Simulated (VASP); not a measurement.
# Cu in VASP: further runs

Cu is run at these levels: PBE, PBE+D4; tasks: single point.

Everything below comes from runs of VASP 6.6.1. Logs are shortened: lines on timing, memory, paths and dates and some standing lists are left out, and cuts for length are marked.

### 1 The cell of the first run

Symmetry: Fm-3m, No. 225, cubic system. The conventional cell has a = 3.615 Å, b = 3.615 Å, c = 3.615 Å, α = 90.00°, β = 90.00°, γ = 90.00°. Cu (site symmetry m-3m) has 12 Cu at 2.56 Å within 3.4 Å.

### 2 Single point, PBE

Input file INCAR:

```
  ALGO = Normal
  EDIFF = 1E-6
  ENCUT = 520
  GGA = PE
  ISIF = 2
  ISMEAR = -1
  LASPH = T
  LCHARG = F
  LREAL = F
  LWAVE = F
  NBANDS = 12
  NELM = 60
  PREC = Accurate
  SIGMA = 0.05
```

Input file KPOINTS:

```
k-points
0
Gamma
  13 13 13
```

Input file POSCAR:

```
Cu
1.0
    0.0000000000      1.8075000000      1.8075000000
    1.8075000000      0.0000000000      1.8075000000
    1.8075000000      1.8075000000      0.0000000000
Cu
1
Direct
    0.0000000000      0.0000000000      0.0000000000
```

Potentials or basis: VASP PAW PBE potentials, release 64 (Cu).

Command:

```console
> cat potpaw_PBE.64/Cu/POTCAR > POTCAR
> mpirun -np 1 vasp_std > vasp.out
```

OUTCAR:

```text
EDIFF = 1E-6
   ENCUT = 520
   GGA = PE
   ISIF = 2
   ISMEAR = -1
   LASPH = T
   LREAL = F
   NELM = 60
   PREC = Accurate

 ion  position               nearest neighbor table
   1  0.000  0.000  0.000-

  LATTYP: Found a face centered cubic cell.
 ALAT       =     3.6150000000

  Lattice vectors:

 A1 = (   0.0000000000,   1.8075000000,   1.8075000000)
 A2 = (   1.8075000000,   0.0000000000,   1.8075000000)
 A3 = (   1.8075000000,   1.8075000000,   0.0000000000)

Analysis of symmetry for initial positions (statically):
=====================================================================
 Subroutine PRICEL returns:
 Original cell was already a primitive cell.

 Routine SETGRP: Setting up the symmetry group for a
 face centered cubic supercell.

 Subroutine GETGRP returns: Found 48 space group operations
[... 9 lines left out ...]

 Routine SETGRP: Setting up the symmetry group for a
 face centered cubic supercell.

 Subroutine GETGRP returns: Found 48 space group operations
[... 11 lines left out ...]
                                     Primitive cell

  volume of cell :      11.8104

  direct lattice vectors                    reciprocal lattice vectors
     0.000000000  1.807500000  1.807500000    -0.276625173  0.276625173  0.276625173
     1.807500000  0.000000000  1.807500000     0.276625173 -0.276625173  0.276625173
     1.807500000  1.807500000  0.000000000     0.276625173  0.276625173 -0.276625173

  length of vectors
     2.556191014  2.556191014  2.556191014     0.479128854  0.479128854  0.479128854

  position of ions in fractional coordinates (direct lattice)
     0.000000000  0.000000000  0.000000000

  ion indices of the primitive-cell ions
   primitive index   ion index
                 1           1

----------------------------------------------------------------------------------------

 KPOINTS: k-points

Automatic generation of k-mesh.
 Grid dimensions read from file:
 generate k-points for:   13   13   13

 Generating k-lattice:

  Cartesian coordinates                     Fractional coordinates (reciprocal lattice)
    -0.021278859  0.021278859  0.021278859     0.076923077  0.000000000  0.000000000
     0.021278859 -0.021278859  0.021278859     0.000000000  0.076923077  0.000000000
     0.021278859  0.021278859 -0.021278859     0.000000000  0.000000000  0.076923077

  Length of vectors
     0.036856066  0.036856066  0.036856066

  Shift w.r.t. Gamma in fractional coordinates (k-lattice)
     0.000000000  0.000000000  0.000000000

 Subroutine IBZKPT returns following result:
 ===========================================

 Found     84 irreducible k-points:

 Following reciprocal coordinates:
            Coordinates               Weight
  0.000000  0.000000  0.000000      1.000000
  0.076923  0.000000  0.000000      8.000000
  0.153846  0.000000  0.000000      8.000000
  0.230769  0.000000  0.000000      8.000000
  0.307692  0.000000  0.000000      8.000000
  0.384615  0.000000  0.000000      8.000000
[... 16 lines left out ...]
  0.384615  0.153846  0.000000     24.000000
  0.461538  0.153846  0.000000     24.000000
 [... further k-points ...]
   k-points           NKPTS =     84   k-points in BZ     NKDIM =     84   number of bands    NBANDS=     12
   number of dos      NEDOS =    301   number of ions     NIONS =      1
   total plane-waves  NPLWV =   8000
   dimension x,y,z NGX =    20 NGY =   20 NGZ =   20
   dimension x,y,z NGXF=    40 NGYF=   40 NGZF=   40
   ions per type =               1
   NGX,Y,Z   is equivalent  to a cutoff of  13.01, 13.01, 13.01 a.u.
   NGXF,Y,Z  is equivalent  to a cutoff of  26.01, 26.01, 26.01 a.u.
 SYSTEM =  unknown system
   PREC   = accura    normal or accurate (medium, high low for compatibility)
   ISTART =      0    job   : 0-new  1-cont  2-samecut
   ICHARG =      2    charge: 1-file 2-atom 10-const
   ISPIN  =      1    spin polarized calculation?
   LNONCOLLINEAR =      F non collinear calculations
   LSORBIT =      F    spin-orbit coupling
   LASPH  =      T    aspherical Exc in radial PAW
   ENCUT  =  520.0 eV  38.22 Ry    6.18 a.u.   4.75  4.75  4.75*2*pi/ulx,y,z
   NELM   =     60;   NELMIN=  2; NELMDL= -5     # of ELM steps
   EDIFF  = 0.1E-05   stopping-criterion for ELM
   LREAL  =      F    real-space projection
   EDIFFG = 0.1E-04   stopping-criterion for IOM
   NSW    =      0    number of steps for IOM
   IBRION =     -1    ionic relax: 0-MD 1-quasi-New 2-CG
   NFREE  =      0    steps in history (QN), initial steepest desc. (CG)
   ISIF   =      2    stress and relaxation
   ISYM   =      2    0-nonsym 1-usesym 2-fastsym
   POTIM  = 0.5000    time-step for ionic-motion
   TEBEG  =    0.0;   TEEND  =   0.0 temperature during run
   PSTRESS=    0.0 pullay stress
   NELECT =      11.0000    total number of electrons
   NUPDOWN=      -1.0000    fix difference up-down
   EMIN   =  10.00;   EMAX   =-10.00  energy-range for DOS
   EFERMI =   0.00;   METHOD = LEGACY
   ISMEAR =    -1;   SIGMA  =   0.05  broadening in eV -4-tet -1-fermi 0-gaus
   EFERMI_NEDOS =   21; number of points for ismear=-14 and -15
   IALGO  =     38    algorithm
   IMIX   =      4    mixing-type and parameters
     AMIX     =   0.40;   BMIX     =  1.00
     AMIX_MAG =   1.60;   BMIX_MAG =  1.00
  volume/ion in A,a.u.               =      11.81        79.70
  Fermi-wavevector in a.u.,A,eV,Ry     =   1.598763  3.021224 34.777078  2.556043
  Thomas-Fermi vector in A             =   2.696162
   LORBIT       =      0    0 simple, 1 ext, 2 COOP (PROOUT), +10 PAW based schemes
   GGA     = PE    functional components
   LHFCALC =     F    Hartree Fock is set to
   AEXX    =    0.0000 exact exchange contribution
   IVDW    =     0    specifies the selected vdW correction
   LEPSILON=     F    determine dielectric tensor
   LRPA    =     F    only Hartree local field effects (RPA)
 non-spin polarized calculation
  energy-cutoff  :      520.00
  volume of cell :       11.81
 maximum number of plane-waves:       331
   NGX =  9   NGY =  9   NGZ =  9

 number of electron      11.0000001 magnetization

 Free energy of the ion-electron system (eV)
  ---------------------------------------------------
  ext. energy  EPLUGINS =         0.00000000
  ---------------------------------------------------
  free energy    TOTEN  =        -3.72849611 eV

  energy without entropy =       -3.72577116  energy(sigma->0) =       -3.72713363

 E-fermi :   7.7625     XC(G=0): -12.7264

 val. band max:        7.5714656201   @ k =   0.4615   0.2308   0.0000
 cond. band min:       7.7777741448   @ k =   0.4615   0.3077   0.0000
 fundamental gap:      0.2063085247
 Fermi energy:         7.7625133883

 k-point     1 :       0.0000    0.0000    0.0000
  band No.  band energies     occupation
      1      -1.7660      2.00000
      2       4.5527      2.00000
      3       4.5527      2.00000
      4       4.5527      2.00000
      5       5.3742      2.00000
      6       5.3742      2.00000
      7      30.1797      0.00000
      8      32.8235      0.00000
      9      32.8235      0.00000
     10      32.8235      0.00000
     11      35.3140      0.00000
     12      35.3140      0.00000

 k-point     2 :       0.0769    0.0000    0.0000
  band No.  band energies     occupation
      1      -1.5508      2.00000
      2       4.5078      2.00000
      3       4.5925      2.00000
      4       4.5925      2.00000
      5       5.3590      2.00000
      6       5.3590      2.00000
      7      28.7440      0.00000
      8      31.1144      0.00000
      9      32.2075      0.00000
     10      32.2075      0.00000
     11      36.2299      0.00000
     12      36.2299      0.00000

 k-point     3 :       0.1538    0.0000    0.0000
  band No.  band energies     occupation
      1      -0.9198      2.00000
      2       4.3982      2.00000
      3       4.6785      2.00000
      4       4.6785      2.00000
      5       5.3448      2.00000
      6       5.3448      2.00000
      7      24.8948      0.00000
      8      30.6752      0.00000
      9      31.2885      0.00000
     10      31.2885      0.00000
     11      37.1667      0.00000
     12      37.6555      0.00000

 k-point     4 :       0.2308    0.0000    0.0000
  band No.  band energies     occupation
      1       0.0686      2.00000
      2       4.3043      2.00000
      3       4.7152      2.00000
      4       4.7152      2.00000
      5       5.4184      2.00000
      6       5.4184      2.00000
      7      20.9733      0.00000
      8      30.2062      0.00000
      9      30.5517      0.00000
     10      30.5517      0.00000
     11      36.5389      0.00000
     12      36.5389      0.00000

 k-point     5 :       0.3077    0.0000    0.0000
  band No.  band energies     occupation
      1       1.2392      2.00000
      2       4.4104      2.00000
      3       4.6604      2.00000
      4       4.6604      2.00000
      5       5.6029      2.00000
      6       5.6029      2.00000
      7      17.3249      0.00000
      8      29.5889      0.00000
      9      30.0520      0.00000
     10      30.0520      0.00000
     11      34.7871      0.00000
     12      34.7871      0.00000

 k-point     6 :       0.3846    0.0000    0.0000
  band No.  band energies     occupation
      1       2.1427      2.00000
      2       4.5791      2.00000
      3       4.5791      2.00000
      4       5.1047      2.00000
      5       5.8020      2.00000
      6       5.8020      2.00000
      7      14.1056      0.00000
      8      29.0330      0.00000
      9      29.7735      0.00000
     10      29.7735      0.00000
     11      33.4672      0.00000
     12      33.4672      0.00000

 k-point     7 :       0.4615    0.0000    0.0000
  band No.  band energies     occupation
      1       2.4749      2.00000
      2       4.5265      2.00000
      3       4.5265      2.00000
      4       5.9256      2.00000
      5       5.9256      2.00000
      6       6.3112      2.00000
      7      11.7447      0.00000
      8      28.7140      0.00000
      9      29.6663      0.00000
     10      29.6663      0.00000
     11      32.7526      0.00000
     12      32.7526      0.00000

 k-point     8 :       0.0769    0.0769    0.0000
  band No.  band energies     occupation
      1      -1.4793      2.00000
      2       4.4685      2.00000
      3       4.6205      2.00000
      4       4.6205      2.00000
      5       5.2985      2.00000
      6       5.4049      2.00000
      7      29.3239      0.00000
      8      30.6464      0.00000
      9      30.6464      0.00000
     10      31.7560      0.00000
     11      36.7802      0.00000
     12      37.6220      0.00000
[... 166 lines left out ...]
 k-point    20 :       0.1538    0.1538    0.0000
  band No.  band energies     occupation
      1      -0.6429      2.00000
      2       4.2382      2.00000
      3       4.8180      2.00000
      4       4.8180      2.00000
      5       5.1047      2.00000
      6       5.4906      2.00000
      7      27.8150      0.00000
      8      27.8150      0.00000
      9      27.9381      0.00000
     10      29.7842      0.00000
     11      33.8774      0.00000
     12      39.9717      0.00000

 k-point    21 :       0.2308    0.1538    0.0000
  band No.  band energies     occupation
      1       0.0837      2.00000
      2       4.0933      2.00000
      3       4.8300      2.00000
      4       4.9314      2.00000
      5       5.1538      2.00000
      6       5.5630      2.00000
      7      24.1123      0.00000
      8      26.6493      0.00000
      9      28.0436      0.00000
     10      29.8210      0.00000
     11      32.4492      0.00000
     12      39.9399      0.00000

 k-point    22 :       0.3077    0.1538    0.0000
  band No.  band energies     occupation
      1       1.0997      2.00000
      2       3.9892      2.00000
      3       4.6566      2.00000
      4       4.9578      2.00000
      5       5.5245      2.00000
      6       5.7033      2.00000
      7      20.2972      0.00000
      8      25.8982      0.00000
      9      27.2124      0.00000
     10      28.8283      0.00000
     11      34.1841      0.00000
     12      39.1856      0.00000

 k-point    23 :       0.3846    0.1538    0.0000
  band No.  band energies     occupation
      1       2.1472      2.00000
      2       4.0334      2.00000
      3       4.5019      2.00000
      4       4.9029      2.00000
      5       5.8664      2.00000
      6       6.1587      2.00000
      7      16.7601      0.00000
      8      25.5965      0.00000
      9      25.8407      0.00000
     10      28.1541      0.00000
     11      37.0281      0.00000
     12      38.4944      0.00000

 k-point    24 :       0.4615    0.1538    0.0000
  band No.  band energies     occupation
      1       2.7609      2.00000
      2       4.1979      2.00000
      3       4.5641      2.00000
      4       4.8278      2.00000
      5       5.9587      2.00000
      6       7.2499      1.99993
      7      13.6618      0.00000
      8      24.4474      0.00000
      9      25.7802      0.00000
     10      27.9921      0.00000
     11      37.7279      0.00000
     12      37.8349      0.00000

 [... further k-points ...]
[... 5 lines left out ...]
  --------------------------------------------------------------------------------------
  -------------------------------------------------------------------------------------
  Total        0.1635220      0.1635220      0.1635220     -0.0000000     -0.0000000      0.0000000
  in kB       22.1830777     22.1830777     22.1830777     -0.0000000     -0.0000000      0.0000000
  external PRESSURE =      22.1830777 kB  Pullay stress =       0.0000000 kB

 VOLUME and BASIS-vectors are now :
 -----------------------------------------------------------------------------
  energy-cutoff  :      520.00
  volume of cell :       11.81
      direct lattice vectors                 reciprocal lattice vectors
     0.000000000  1.807500000  1.807500000    -0.276625173  0.276625173  0.276625173
     1.807500000  0.000000000  1.807500000     0.276625173 -0.276625173  0.276625173
     1.807500000  1.807500000  0.000000000     0.276625173  0.276625173 -0.276625173

 POSITION                                       TOTAL-FORCE (eV/Angst)
 -----------------------------------------------------------------------------------
      0.00000      0.00000      0.00000         0.000000     -0.000000      0.000000
 -----------------------------------------------------------------------------------
    total drift:                               -0.000000     -0.000000     -0.000000

  FREE ENERGIE OF THE ION-ELECTRON SYSTEM (eV)
  ---------------------------------------------------
  free  energy   TOTEN  =        -3.7284961056 eV

  energy  without entropy=       -3.7257711581  energy(sigma->0) =       -3.72713363
```

Run time: 8 s. Hardware: 1 thread of AMD EPYC 9R45 (Zen 5), shared host; peak memory 0.1 GiB.

What came out:

```
Free energy : -3.7285 eV
Pressure    : 2.2 GPa
```

### 3 Single point, PBE (the cell strained at random)

Input file INCAR:

```
ALGO     = Fast           # electronic algorithm
EDIFF    = 1E-6           # SCF threshold, eV
ENCUT    = 520            # plane-wave cutoff, eV
GGA      = PE             # functional
ISIF     = 2              # what is computed and relaxed
ISMEAR   = -1             # smearing method
LASPH    = True           # aspherical terms in the spheres
LCHARG   = True           # write CHGCAR
LELF     = True           # ELF
LREAL    = False          # projectors in reciprocal space
LVHAR    = True         
LWAVE    = False          # write WAVECAR
NBANDS   = 12             # bands
NELM     = 60             # most SCF steps
PREC     = Accurate       # precision mode
SIGMA    = 0.05           # smearing width, eV
```

KPOINTS is that of step 2.

Input file POSCAR:

```
Cu
1.0
   -0.0085780000      1.7957520000      1.8016880000
    1.8229500000     -0.0240520000      1.8171630000
    1.7953260000      1.7836020000      0.0035720000
Cu
1
Direct
    0.0014560000     -0.0242930000      0.0293210000
```

Potentials or basis: VASP PAW PBE potentials, release 64 (Cu).

Command:

```console
> cat potpaw_PBE.64/Cu/POTCAR > POTCAR
> mpirun -np 1 vasp_std > vasp.out
```

It took 2.1 min on 1 thread of AMD EPYC 9R45 (Zen 5), shared host; peak memory 0.22 GiB.

It converged, with:

```
Free energy : -3.7269 eV
Pressure    : 2.3 GPa
```

Stress tensor (GPa, compression positive):
```
 2.20  1.59 -0.79
 1.59  2.52  0.56
-0.79  0.56  2.08
```

Levels at points of the mesh, in eV from the Fermi level:
```tsv
k point	band 3	band 4	band 5	band 6	band 7	band 8
(0.00, 0.00, 0.00)	-3.18	-3.13	-2.38	-2.35	22.35	24.52
```

Caveat: the cell differs from its parent crystal (the cell strained at random).

(Continued in part 2 of 2.)
